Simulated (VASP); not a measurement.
# GaN (F-43m) in VASP: settings compared

The runs below take GaN through single point, with HSE06, PBE0.

All numbers are computed with VASP 6.6.1; they aren't measurements. Logs are shortened: lines on timing, memory, paths and dates and some standing lists are left out, and cuts for length are marked.

## (1) The cell of the first run

It takes space group F-43m (No. 216, cubic). Conventional cell: a = 4.498 Å, b = 4.498 Å, c = 4.498 Å, α = 90.00°, β = 90.00°, γ = 90.00°. Within 2.6 Å of Ga (site symmetry -43m) lie 4 N at 1.95 Å. N (site symmetry -43m) has 4 Ga at 1.95 Å within 2.6 Å.

## (2) Single point, HSE06

POSCAR

```
GaN
1.0
    0.0000000000      2.2489526314      2.2489526314
    2.2489526314      0.0000000000      2.2489526314
    2.2489526314      2.2489526314      0.0000000000
Ga N
1 1
Direct
    0.0000000000      0.0000000000      0.0000000000
    0.7500000000      0.7500000000      0.7500000000
```

INCAR.step1

```
SYSTEM = GaN
  PREC = Accurate
  ENCUT = 520
  EDIFF = 1E-5
  ISMEAR = 0
  SIGMA = 0.01
  LREAL = .False.
  LASPH = .True.
  NELM = 80
  ALGO = Normal
  ISIF = 2
  LWAVE = .True.
  NBANDS = 16
  GGA = PE
```

INCAR.step2

```
SYSTEM = GaN
  PREC = Accurate
  ENCUT = 520
  EDIFF = 1E-6
  ISMEAR = 0
  SIGMA = 0.01
  LREAL = .False.
  LASPH = .True.
  NELM = 80
  ALGO = Normal
  ISIF = 2
  LWAVE = .False.
  LCHARG = .True.
  GGA = PE
  LHFCALC = .True.
  HFSCREEN = 0.2079
  PRECFOCK = Normal
  LELF = .True.
  LVHAR = .True.
  NBANDS = 16
  ISTART = 1
```

KPOINTS

```
regular mesh
0
Gamma
  6 6 6
  0 0 0
```

Potentials or basis: VASP PAW PBE potentials, release 64 (Ga_d, N).

Command:

```sh
$ cat potpaw_PBE.64/Ga_d/POTCAR potpaw_PBE.64/N/POTCAR > POTCAR
$ cp INCAR.step1 INCAR
$ mpirun -np 1 vasp_std > vasp.out
$ cp INCAR.step2 INCAR
$ mpirun -np 1 vasp_std > vasp.out
```

OUTCAR:

```text
SYSTEM = GaN
   PREC = Accurate
   ENCUT = 520
   EDIFF = 1E-6
   ISMEAR = 0
   LREAL = .False.
   LASPH = .True.
   NELM = 80
   ISIF = 2
   GGA = PE
   LHFCALC = .True.
   HFSCREEN = 0.2079
   PRECFOCK = Normal
   ISTART = 1

 ion  position               nearest neighbor table
   1  0.000  0.000  0.000-   2 1.95   2 1.95   2 1.95   2 1.95
   2  0.750  0.750  0.750-   1 1.95   1 1.95   1 1.95   1 1.95

  LATTYP: Found a face centered cubic cell.
 ALAT       =     4.4979052628

  Lattice vectors:

 A1 = (   0.0000000000,   2.2489526314,   2.2489526314)
 A2 = (   2.2489526314,   0.0000000000,   2.2489526314)
 A3 = (   2.2489526314,   2.2489526314,   0.0000000000)

Analysis of symmetry for initial positions (statically):
=====================================================================
 Subroutine PRICEL returns:
 Original cell was already a primitive cell.

 Routine SETGRP: Setting up the symmetry group for a
 face centered cubic supercell.

 Subroutine GETGRP returns: Found 24 space group operations
 (whereof 24 operations were pure point group operations)
 out of a pool of 48 trial point group operations.

The static configuration has the point symmetry T_d .

Analysis of symmetry for dynamics (positions and initial velocities):
=====================================================================
 Subroutine PRICEL returns:
 Original cell was already a primitive cell.

 Routine SETGRP: Setting up the symmetry group for a
 face centered cubic supercell.

 Subroutine GETGRP returns: Found 24 space group operations
 (whereof 24 operations were pure point group operations)
 out of a pool of 48 trial point group operations.

The dynamic configuration has the point symmetry T_d .

 Subroutine INISYM returns: Found 24 space group operations
 (whereof 24 operations are pure point group operations),
 and found     1 'primitive' translations

----------------------------------------------------------------------------------------

                                     Primitive cell

  volume of cell :      22.7495

  direct lattice vectors                    reciprocal lattice vectors
     0.000000000  2.248952631  2.248952631    -0.222325714  0.222325714  0.222325714
     2.248952631  0.000000000  2.248952631     0.222325714 -0.222325714  0.222325714
     2.248952631  2.248952631  0.000000000     0.222325714  0.222325714 -0.222325714

  length of vectors
     3.180499312  3.180499312  3.180499312     0.385079433  0.385079433  0.385079433

  position of ions in fractional coordinates (direct lattice)
     0.000000000  0.000000000  0.000000000
     0.750000000  0.750000000  0.750000000

  ion indices of the primitive-cell ions
   primitive index   ion index
                 1           1
                 2           2

----------------------------------------------------------------------------------------

 KPOINTS: regular mesh

Automatic generation of k-mesh.
 Grid dimensions read from file:
 generate k-points for:    6    6    6

 Generating k-lattice:

  Cartesian coordinates                     Fractional coordinates (reciprocal lattice)
    -0.037054286  0.037054286  0.037054286     0.166666667  0.000000000  0.000000000
     0.037054286 -0.037054286  0.037054286     0.000000000  0.166666667  0.000000000
     0.037054286  0.037054286 -0.037054286     0.000000000  0.000000000  0.166666667

  Length of vectors
     0.064179905  0.064179905  0.064179905

  Shift w.r.t. Gamma in fractional coordinates (k-lattice)
     0.000000000  0.000000000  0.000000000

 Subroutine IBZKPT returns following result:
 ===========================================

 Found     16 irreducible k-points:

 Following reciprocal coordinates:
            Coordinates               Weight
  0.000000  0.000000  0.000000      1.000000
  0.166667  0.000000  0.000000      8.000000
  0.333333  0.000000  0.000000      8.000000
  0.500000  0.000000  0.000000      4.000000
  0.166667  0.166667  0.000000      6.000000
  0.333333  0.166667  0.000000     24.000000
[... 8 lines left out ...]
 -0.333333  0.333333  0.166667     24.000000
 -0.333333  0.500000  0.166667     12.000000
   k-points           NKPTS =     16   k-points in BZ     NKDIM =    216   number of bands    NBANDS=     16
   number of dos      NEDOS =    301   number of ions     NIONS =      2
   total plane-waves  NPLWV =  13824
   dimension x,y,z NGX =    24 NGY =   24 NGZ =   24
   dimension x,y,z NGXF=    48 NGYF=   48 NGZF=   48
   ions per type =               1   1
   NGX,Y,Z   is equivalent  to a cutoff of  12.54, 12.54, 12.54 a.u.
   NGXF,Y,Z  is equivalent  to a cutoff of  25.09, 25.09, 25.09 a.u.
 SYSTEM =  GaN
   PREC   = accura    normal or accurate (medium, high low for compatibility)
   ISTART =      1    job   : 0-new  1-cont  2-samecut
   ICHARG =      0    charge: 1-file 2-atom 10-const
   ISPIN  =      1    spin polarized calculation?
   LNONCOLLINEAR =      F non collinear calculations
   LSORBIT =      F    spin-orbit coupling
   LASPH  =      T    aspherical Exc in radial PAW
   ENCUT  =  520.0 eV  38.22 Ry    6.18 a.u.   5.91  5.91  5.91*2*pi/ulx,y,z
   NELM   =     80;   NELMIN=  2; NELMDL=  0     # of ELM steps
   EDIFF  = 0.1E-05   stopping-criterion for ELM
   LREAL  =      F    real-space projection
   EDIFFG = 0.1E-04   stopping-criterion for IOM
   NSW    =      0    number of steps for IOM
   IBRION =     -1    ionic relax: 0-MD 1-quasi-New 2-CG
   NFREE  =      0    steps in history (QN), initial steepest desc. (CG)
   ISIF   =      2    stress and relaxation
   ISYM   =      3    0-nonsym 1-usesym 2-fastsym
   POTIM  = 0.5000    time-step for ionic-motion
   TEBEG  =    0.0;   TEEND  =   0.0 temperature during run
   PSTRESS=    0.0 pullay stress
   NELECT =      18.0000    total number of electrons
   NUPDOWN=      -1.0000    fix difference up-down
   EMIN   =  10.00;   EMAX   =-10.00  energy-range for DOS
   EFERMI =   0.00;   METHOD = LEGACY
   ISMEAR =     0;   SIGMA  =   0.01  broadening in eV -4-tet -1-fermi 0-gaus
   EFERMI_NEDOS =   21; number of points for ismear=-14 and -15
   IALGO  =     38    algorithm
   IMIX   =      1    mixing-type and parameters
     AMIX     =   0.40;   BMIX     =  1.00
     AMIX_MAG =   1.60;   BMIX_MAG =  1.00
  volume/ion in A,a.u.               =      11.37        76.76
  Fermi-wavevector in a.u.,A,eV,Ry     =   1.514173  2.861371 31.194328  2.292718
  Thomas-Fermi vector in A             =   2.623866
   LORBIT       =      0    0 simple, 1 ext, 2 COOP (PROOUT), +10 PAW based schemes
   GGA     = PE    functional components
   LHFCALC =     T    Hartree Fock is set to
   PRECFOCK=normal    Normal, Fast or Accurate (Low or Medium for compatibility)
   ENCUT4O =  -1.0   cutoff for four orbital integrals eV
   NKREDX  =     1    reduce k-point grid by
   NKREDY  =     1    reduce k-point grid by
   NKREDZ  =     1    reduce k-point grid by
   AEXX    =    0.2500 exact exchange contribution
   HFSCREEN=    0.2079 screening length (either q_TF or 0.3 A-1)
   HFSCREENC=   0.2079 screening length for correlation (either q_TF or 0.3 A-1)
   ENCUTFOCK=  -1.0 apply spherical cutoff to Coloumb kernel
   IVDW    =     0    specifies the selected vdW correction
   LEPSILON=     F    determine dielectric tensor
   LRPA    =     F    only Hartree local field effects (RPA)
 non-spin polarized calculation
 Gauss-broadening in eV      SIGMA  =   0.01
  energy-cutoff  :      520.00
  volume of cell :       22.75
 maximum number of plane-waves:       624
  NGX = 18; NGY = 18; NGZ = 18

 number of electron      18.0000009 magnetization

 Free energy of the ion-electron system (eV)
  ---------------------------------------------------
  ext. energy  EPLUGINS =         0.00000000
  ---------------------------------------------------
  free energy    TOTEN  =       -14.73833445 eV

  energy without entropy =      -14.73833445  energy(sigma->0) =      -14.73833445

 E-fermi :   4.5997     XC(G=0):  -9.5875

 val. band max:        4.5235983888   @ k =   0.0000   0.0000   0.0000
 cond. band min:       7.5453262622   @ k =   0.0000   0.0000   0.0000
 fundamental gap:      3.0217278734
 Fermi energy:         4.5996921766

 k-point     1 :       0.0000    0.0000    0.0000
  band No.  band energies     occupation
      1     -12.9682      2.00000
      2     -11.0497      2.00000
      3     -11.0497      2.00000
      4     -11.0497      2.00000
      5     -10.7278      2.00000
      6     -10.7278      2.00000
[... 8 lines left out ...]
     15      25.0621      0.00000
     16      25.0622      0.00000

 k-point     2 :       0.1667    0.0000    0.0000
  band No.  band energies     occupation
      1     -12.7159      2.00000
      2     -11.0170      2.00000
      3     -11.0170      2.00000
      4     -10.8567      2.00000
      5     -10.7294      2.00000
      6     -10.7294      2.00000
[... 8 lines left out ...]
     15      23.0196      0.00000
     16      23.0196      0.00000

 k-point     3 :       0.3333    0.0000    0.0000
  band No.  band energies     occupation
      1     -12.3994      2.00000
      2     -10.9716      2.00000
      3     -10.9716      2.00000
      4     -10.7106      2.00000
      5     -10.7106      2.00000
      6      -9.9662      2.00000
[... 8 lines left out ...]
     15      23.9470      0.00000
     16      23.9470      0.00000

 k-point     4 :       0.5000    0.0000    0.0000
  band No.  band energies     occupation
      1     -12.3333      2.00000
      2     -10.9616      2.00000
      3     -10.9616      2.00000
      4     -10.6876      2.00000
      5     -10.6876      2.00000
      6      -9.0822      2.00000
[... 8 lines left out ...]
     15      26.2276      0.00000
     16      26.2276      0.00000

 k-point     5 :       0.1667    0.1667    0.0000
  band No.  band energies     occupation
      1     -12.6402      2.00000
      2     -10.9834      2.00000
      3     -10.9834      2.00000
      4     -10.8704      2.00000
      5     -10.7122      2.00000
      6     -10.7098      2.00000
[... 8 lines left out ...]
     15      26.8507      0.00000
     16      27.0229      0.00000

 k-point     6 :       0.3333    0.1667    0.0000
  band No.  band energies     occupation
      1     -12.3815      2.00000
      2     -10.9510      2.00000
      3     -10.9252      2.00000
      4     -10.8010      2.00000
      5     -10.6911      2.00000
      6     -10.0870      2.00000
[... 8 lines left out ...]
     15      25.7689      0.00000
     16      26.3629      0.00000
[... 115 lines left out ...]
 k-point    13 :       0.5000    0.5000    0.0000
  band No.  band energies     occupation
      1     -12.2409      2.00000
      2     -10.9402      2.00000
      3     -10.7605      2.00000
      4     -10.7605      2.00000
      5     -10.6557      2.00000
      6      -8.5290      2.00000
[... 8 lines left out ...]
     15      28.4091      0.00000
     16      31.0433      0.00000

 k-point    14 :       0.5000    0.3333    0.1667
  band No.  band energies     occupation
      1     -12.2752      2.00000
      2     -10.9169      2.00000
      3     -10.8875      2.00000
      4     -10.7902      2.00000
      5     -10.6939      2.00000
      6      -9.1836      2.00000
[... 8 lines left out ...]
     15      26.3105      0.00000
     16      29.0167      0.00000

 k-point    15 :      -0.3333    0.3333    0.1667
  band No.  band energies     occupation
      1     -12.2460      2.00000
      2     -10.9262      2.00000
      3     -10.8629      2.00000
      4     -10.7584      2.00000
      5     -10.7084      2.00000
      6      -8.5058      2.00000
[... 8 lines left out ...]
     15      25.1839      0.00000
     16      29.4363      0.00000

 k-point    16 :      -0.3333    0.5000    0.1667
  band No.  band energies     occupation
      1     -12.2321      2.00000
      2     -10.9016      2.00000
      3     -10.8560      2.00000
      4     -10.7494      2.00000
      5     -10.6919      2.00000
      6      -8.3280      2.00000
[... 8 lines left out ...]
     15      27.0269      0.00000
     16      29.7476      0.00000

------------------------ aborting loop because EDIFF is reached ----------------------------------------

  FORCE on cell =-STRESS in cart. coord.  units (eV):
  Direction    XX          YY          ZZ          XY          YZ          ZX
  --------------------------------------------------------------------------------------
  -------------------------------------------------------------------------------------
  Total       -0.0118683     -0.0118683     -0.0118683      0.0000000      0.0000000      0.0000000
  in kB       -0.8358503     -0.8358503     -0.8358503      0.0000000      0.0000000      0.0000000
  external PRESSURE =      -0.8358503 kB  Pullay stress =       0.0000000 kB

 VOLUME and BASIS-vectors are now :
 -----------------------------------------------------------------------------
  energy-cutoff  :      520.00
  volume of cell :       22.75
      direct lattice vectors                 reciprocal lattice vectors
     0.000000000  2.248952631  2.248952631    -0.222325714  0.222325714  0.222325714
     2.248952631  0.000000000  2.248952631     0.222325714 -0.222325714  0.222325714
     2.248952631  2.248952631  0.000000000     0.222325714  0.222325714 -0.222325714

 POSITION                                       TOTAL-FORCE (eV/Angst)
 -----------------------------------------------------------------------------------
      0.00000      0.00000      0.00000        -0.000000     -0.000000     -0.000000
      3.37343      3.37343      3.37343         0.000000      0.000000      0.000000
 -----------------------------------------------------------------------------------
    total drift:                                0.000018      0.000019      0.000013

  FREE ENERGIE OF THE ION-ELECTRON SYSTEM (eV)
  ---------------------------------------------------
  free  energy   TOTEN  =       -14.7383344516 eV

  energy  without entropy=      -14.7383344516  energy(sigma->0) =      -14.73833445
```

Run time: 26 min. Hardware: 1 thread of Intel Xeon Platinum 8488C (Sapphire Rapids), shared host; peak memory 0.25 GiB.

What came out:

* Free energy: -14.7383 eV
* Pressure: -0.1 GPa
* Band gap on the k mesh: 3.02 eV

Levels at points of the mesh, in eV from the valence-band top:
```
           k point  band 5  band 6  band 7  band 8  band 9  band 10  band 11  band 12  band 13  band 14
(0.00, 0.00, 0.00)  -15.25  -15.25    0.00    0.00    0.00     3.02    11.96    11.96    11.96    19.47
(0.50, 0.00, 0.00)  -15.21  -13.61   -7.58   -1.05   -1.05     6.13    10.45    11.94    11.94    17.39
(0.50, 0.50, 0.00)  -15.18  -13.05   -6.59   -2.93   -2.93     4.45     8.19    13.63    16.10    16.10
```

Caveat: the PAW data sets were made with another functional, which shifts forces and pressure a little.

## (3) Single point, PBE0

POSCAR is that of step 2.

INCAR.step1

```
SYSTEM = GaN
ALGO = Normal ; EDIFF = 1E-5
ENCUT = 520 ; GGA = PE
ISIF = 2 ; ISMEAR = 0
LASPH = .TRUE. ; LCHARG = .FALSE.
LREAL = .FALSE. ; LWAVE = .TRUE.
NBANDS = 16 ; NELM = 80
PREC = Accurate ; SIGMA = 0.01
```

INCAR.step2

```
SYSTEM = GaN
AEXX = 0.25 ; ALGO = Normal
EDIFF = 1E-6 ; ENCUT = 520
GGA = PE ; ISIF = 2
ISMEAR = 0 ; ISTART = 1
LASPH = .TRUE. ; LCHARG = .FALSE.
LHFCALC = .TRUE. ; LREAL = .FALSE.
LWAVE = .FALSE. ; NBANDS = 16
NELM = 80 ; PREC = Accurate
PRECFOCK = Normal ; SIGMA = 0.01
```

KPOINTS

```
k-points
0
G
  6 6 6
  0 0 0
```

Potentials or basis: VASP PAW PBE potentials, release 64 (Ga_d, N).

Command:

```sh
$ cat potpaw_PBE.64/Ga_d/POTCAR potpaw_PBE.64/N/POTCAR > POTCAR
$ cp INCAR.step1 INCAR
$ mpirun -np 1 vasp_std > vasp.out
$ cp INCAR.step2 INCAR
$ mpirun -np 1 vasp_std > vasp.out
```

Wall time 28 min (1 thread of Intel Xeon Platinum 8488C (Sapphire Rapids), shared host); peak memory 0.15 GiB.

It converged, with:

```yaml
Free_energy: -15.6665 eV
Pressure: -0.2 GPa
Band_gap_on_the_k_mesh: 3.75 eV
```

Levels at points of the mesh, in eV from the valence-band top:
```
           k point  band 5  band 6  band 7  band 8  band 9  band 10  band 11  band 12  band 13  band 14
(0.00, 0.00, 0.00)  -15.28  -15.28    0.00    0.00    0.00     3.75    12.73    12.73    12.73    20.21
(0.50, 0.00, 0.00)  -15.24  -13.64   -7.63   -1.06   -1.06     6.88    11.23    12.71    12.71    18.15
(0.50, 0.50, 0.00)  -15.21  -13.08   -6.63   -2.95   -2.95     5.20     8.94    14.40    16.88    16.88
```

Caveat: the PAW data sets were made with another functional, which shifts forces and pressure a little.
